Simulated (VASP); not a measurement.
# Al3N (P6_3/mmc) in VASP: single point with PBE

Aim: the single point of Al3N with PBE.

All numbers are computed with VASP 6.6.1; they aren't measurements. Logs are shortened: lines on timing, memory, paths and dates and some standing lists are left out, and cuts for length are marked.

## 1. The cell of the first run

The structure is hexagonal, space group P6_3/mmc (No. 194). Conventional cell: a = 5.169 Å, b = 5.169 Å, c = 4.990 Å, α = 90.00°, β = 90.00°, γ = 120.00°. Al (site symmetry mm2) has 8 Al at 2.55 to 2.92 Å and 4 N at 2.58 to 2.90 Å within 3.4 Å. Within 3.4 Å of N (site symmetry -6m2) lie 12 Al at 2.58 to 2.90 Å.

## 2. Single point, PBE

File INCAR:

```
PREC = Accurate
ENCUT = 600
EDIFF = 1E-6
ISMEAR = 0
SIGMA = 0.2
LREAL = False
LASPH = True
NELM = 120
ALGO = Normal
ISIF = 2
LWAVE = False
LCHARG = False
GGA = PE
NBANDS = 24
GGA_COMPAT = False
```

File KPOINTS:

```
regular mesh
0
Gamma
  3 3 3
```

File POSCAR:

```
Al3N
1.0
    5.1687965998      0.0000000000      0.0000000000
   -2.5843982999      4.4763091624      0.0000000000
    0.0000000000      0.0000000000      4.9900707082
Al N
6 2
Direct
    0.3378955572      0.1689477786      0.2500000000
    0.8310522214      0.1689477786      0.2500000000
    0.8310522214      0.6621044428      0.2500000000
    0.6621044428      0.8310522214      0.7500000000
    0.1689477786      0.3378955572      0.7500000000
    0.1689477786      0.8310522214      0.7500000000
    0.3333333333      0.6666666667      0.2500000000
    0.6666666667      0.3333333333      0.7500000000
```

Potentials or basis: VASP PAW PBE potentials, release 64 (Al, N).

Command:

```bash
$ cat potpaw_PBE.64/Al/POTCAR potpaw_PBE.64/N/POTCAR > POTCAR
$ mpirun -np 1 vasp_std > vasp.out
```

OUTCAR:

```text
PREC = Accurate
   ENCUT = 600
   EDIFF = 1E-6
   ISMEAR = 0
   LREAL = False
   LASPH = True
   NELM = 120
   ISIF = 2
   GGA = PE

 ion  position               nearest neighbor table
   1  0.338  0.169  0.250-   3 2.55   2 2.55   3 2.62   2 2.62   6 2.92   6 2.92   5 2.92   5 2.92

   2  0.831  0.169  0.250-   3 2.55   1 2.55   3 2.62   1 2.62   4 2.92   4 2.92   5 2.92   5 2.92

   3  0.831  0.662  0.250-   1 2.55   2 2.55   1 2.62   2 2.62   4 2.92   6 2.92   4 2.92   6 2.92

   4  0.662  0.831  0.750-   5 2.55   6 2.55   5 2.62   6 2.62   2 2.92   2 2.92   3 2.92   3 2.92

   5  0.169  0.338  0.750-   4 2.55   6 2.55   6 2.62   4 2.62   1 2.92   2 2.92   1 2.92   2 2.92

   6  0.169  0.831  0.750-   5 2.55   4 2.55   5 2.62   4 2.62   1 2.92   1 2.92   3 2.92   3 2.92

   7  0.333  0.667  0.250-
   8  0.667  0.333  0.750-

  LATTYP: Found a hexagonal cell.
 ALAT       =     5.1687965998
 C/A-ratio  =     0.9654221465

  Lattice vectors:

 A1 = (   5.1687965998,   0.0000000000,   0.0000000000)
 A2 = (  -2.5843982999,   4.4763091624,   0.0000000000)
 A3 = (   0.0000000000,   0.0000000000,   4.9900707082)

Analysis of symmetry for initial positions (statically):
=====================================================================
 Subroutine PRICEL returns:
 Original cell was already a primitive cell.

 Routine SETGRP: Setting up the symmetry group for a
 hexagonal supercell.

 Subroutine GETGRP returns: Found 24 space group operations
 (whereof 12 operations were pure point group operations)
 out of a pool of 24 trial point group operations.

The static configuration has the point symmetry D_3d.
 The point group associated with its full space group is D_6h.

Analysis of symmetry for dynamics (positions and initial velocities):
=====================================================================
 Subroutine PRICEL returns:
 Original cell was already a primitive cell.

 Routine SETGRP: Setting up the symmetry group for a
 hexagonal supercell.

 Subroutine GETGRP returns: Found 24 space group operations
 (whereof 12 operations were pure point group operations)
 out of a pool of 24 trial point group operations.

The dynamic configuration has the point symmetry D_3d.
 The point group associated with its full space group is D_6h.
[... 92 lines left out ...]
   EDIFF  = 0.1E-05   stopping-criterion for ELM
   LREAL  =      F    real-space projection
   EDIFFG = 0.1E-04   stopping-criterion for IOM
   NSW    =      0    number of steps for IOM
   IBRION =     -1    ionic relax: 0-MD 1-quasi-New 2-CG
   NFREE  =      0    steps in history (QN), initial steepest desc. (CG)
   ISIF   =      2    stress and relaxation
   ISYM   =      2    0-nonsym 1-usesym 2-fastsym
   POTIM  = 0.5000    time-step for ionic-motion
   TEBEG  =    0.0;   TEEND  =   0.0 temperature during run
   PSTRESS=    0.0 pullay stress
   NELECT =      28.0000    total number of electrons
   NUPDOWN=      -1.0000    fix difference up-down
   EMIN   =  10.00;   EMAX   =-10.00  energy-range for DOS
   EFERMI =   0.00;   METHOD = LEGACY
   ISMEAR =     0;   SIGMA  =   0.20  broadening in eV -4-tet -1-fermi 0-gaus
   EFERMI_NEDOS =   21; number of points for ismear=-14 and -15
   IALGO  =     38    algorithm
   IMIX   =      4    mixing-type and parameters
     AMIX     =   0.40;   BMIX     =  1.00
     AMIX_MAG =   1.60;   BMIX_MAG =  1.00
  volume/ion in A,a.u.               =      14.43        97.39
  Fermi-wavevector in a.u.,A,eV,Ry     =   1.020913  1.929246 14.180856  1.042264
  Thomas-Fermi vector in A             =   2.154509
   LORBIT       =      0    0 simple, 1 ext, 2 COOP (PROOUT), +10 PAW based schemes
   GGA     = PE    functional components
   LHFCALC =     F    Hartree Fock is set to
   AEXX    =    0.0000 exact exchange contribution
   IVDW    =     0    specifies the selected vdW correction
   LEPSILON=     F    determine dielectric tensor
   LRPA    =     F    only Hartree local field effects (RPA)
 non-spin polarized calculation
 Gauss-broadening in eV      SIGMA  =   0.20
  energy-cutoff  :      600.00
  volume of cell :      115.46
 maximum number of plane-waves:      3889
 NGX is ok and might be reduce to    42
   NGX = 21   NGY = 21   NGZ = 19

 number of electron      28.0000002 magnetization

 Free energy of the ion-electron system (eV)
  ---------------------------------------------------
  ext. energy  EPLUGINS =         0.00000000
  ---------------------------------------------------
  free energy    TOTEN  =       -33.38142079 eV

  energy without entropy =      -33.30900650  energy(sigma->0) =      -33.34521365

 E-fermi :   7.6092     XC(G=0): -10.3880

 val. band max:        7.1148034105   @ k =   0.0000   0.0000   0.0000
 cond. band min:       7.6936970917   @ k =   0.3333   0.0000   0.3333
 fundamental gap:      0.5788936812
 Fermi energy:         7.6091657658

 k-point     1 :       0.0000    0.0000    0.0000
  band No.  band energies     occupation
      1      -7.0022      2.00000
      2      -5.9027      2.00000
      3      -0.8127      2.00000
      4       1.8001      2.00000
      5       2.0770      2.00000
      6       2.2266      2.00000
[... 151 lines left out ...]
     23      11.5092      0.00000
     24      12.8494      0.00000

------------------------ aborting loop because EDIFF is reached ----------------------------------------

  FORCE on cell =-STRESS in cart. coord.  units (eV):
  Direction    XX          YY          ZZ          XY          YZ          ZX
  --------------------------------------------------------------------------------------
  -------------------------------------------------------------------------------------
  Total        0.1374827      0.1374827     -0.2033081      0.0000000      0.0000000      0.0000000
  in kB        1.9078422      1.9078422     -2.8212982      0.0000000      0.0000000      0.0000000
  external PRESSURE =       0.3314621 kB  Pullay stress =       0.0000000 kB

 VOLUME and BASIS-vectors are now :
 -----------------------------------------------------------------------------
  energy-cutoff  :      600.00
  volume of cell :      115.46
      direct lattice vectors                 reciprocal lattice vectors
     5.168796600  0.000000000  0.000000000     0.193468631  0.111699166  0.000000000
    -2.584398300  4.476309162  0.000000000     0.000000000  0.223398332  0.000000000
     0.000000000  0.000000000  4.990070708     0.000000000  0.000000000  0.200397962

 POSITION                                       TOTAL-FORCE (eV/Angst)
 -----------------------------------------------------------------------------------
      1.30989      0.75626      1.24752        -0.004354     -0.002514      0.000000
      3.85891      0.75626      1.24752         0.004354     -0.002514     -0.000000
      2.58440      2.96378      1.24752        -0.000000      0.005028      0.000000
      1.27451      3.72005      3.74255         0.004354      0.002514      0.000000
      0.00000      1.51252      3.74255        -0.000000     -0.005028     -0.000000
     -1.27451      3.72005      3.74255        -0.004354      0.002514      0.000000
     -0.00000      2.98421      1.24752        -0.000000      0.000000      0.000000
      2.58440      1.49210      3.74255        -0.000000     -0.000000      0.000000
 -----------------------------------------------------------------------------------
    total drift:                               -0.000000      0.000000      0.000000

  FREE ENERGIE OF THE ION-ELECTRON SYSTEM (eV)
  ---------------------------------------------------
  free  energy   TOTEN  =       -33.3814207931 eV

  energy  without entropy=      -33.3090064970  energy(sigma->0) =      -33.34521365
```

OSZICAR:

```text
N       E                     dE             d eps       ncg     rms          rms(c)
DAV:   1     0.714460054747E+02    0.71446E+02   -0.12294E+04   288   0.111E+03
DAV:   2    -0.250915818233E+02   -0.96538E+02   -0.88102E+02   368   0.165E+02
DAV:   3    -0.349837650758E+02   -0.98922E+01   -0.96047E+01   408   0.521E+01
DAV:   4    -0.351429028479E+02   -0.15914E+00   -0.15871E+00   320   0.696E+00
DAV:   5    -0.351449183631E+02   -0.20155E-02   -0.20151E-02   384   0.890E-01    0.823E+00
DAV:   6    -0.343448932440E+02    0.80003E+00   -0.14813E+01   384   0.200E+01    0.709E+00
DAV:   7    -0.334244416483E+02    0.92045E+00   -0.28868E+00   384   0.936E+00    0.253E+00
DAV:   8    -0.334036230030E+02    0.20819E-01   -0.81424E-01   312   0.462E+00    0.103E+00
DAV:   9    -0.333811331482E+02    0.22490E-01   -0.51937E-02   376   0.116E+00    0.438E-01
DAV:  10    -0.333815812778E+02   -0.44813E-03   -0.12821E-02   344   0.579E-01    0.107E-01
DAV:  11    -0.333814980440E+02    0.83234E-04   -0.24746E-04   376   0.900E-02    0.789E-02
DAV:  12    -0.333814281133E+02    0.69931E-04   -0.12434E-04   328   0.600E-02    0.251E-02
DAV:  13    -0.333814210762E+02    0.70371E-05   -0.19131E-05   408   0.246E-02    0.540E-03
DAV:  14    -0.333814207931E+02    0.28309E-06   -0.19061E-06   248   0.721E-03
   1 F= -.33381421E+02 E0= -.33345214E+02  d E =-.724143E-01
```

Wall time 23 s (1 thread of Intel Xeon Platinum 8488C (Sapphire Rapids), shared host); peak memory 0.24 GiB.

Results:

```yaml
Free_energy: -33.3814 eV
Pressure: 0.0 GPa
Largest_force: 0.005 eV/Å
Band_gap_on_the_k_mesh: zero (band 14 reaches 7.69 eV, above the bottom of band 15 at 6.23 eV)
```

Forces on the atoms (eV/Å):
```
Al  -0.004 -0.003  0.000
Al   0.004 -0.003  0.000
Al   0.000  0.005  0.000
Al   0.004  0.003  0.000
Al   0.000 -0.005  0.000
Al  -0.004  0.003  0.000
N    0.000  0.000  0.000
N    0.000  0.000  0.000
```

Stress tensor (GPa, compression positive):
```
 0.19  0.00  0.00
 0.00  0.19  0.00
 0.00  0.00 -0.28
```

Caveat: the k points lie up to 0.47 Å⁻¹ apart.
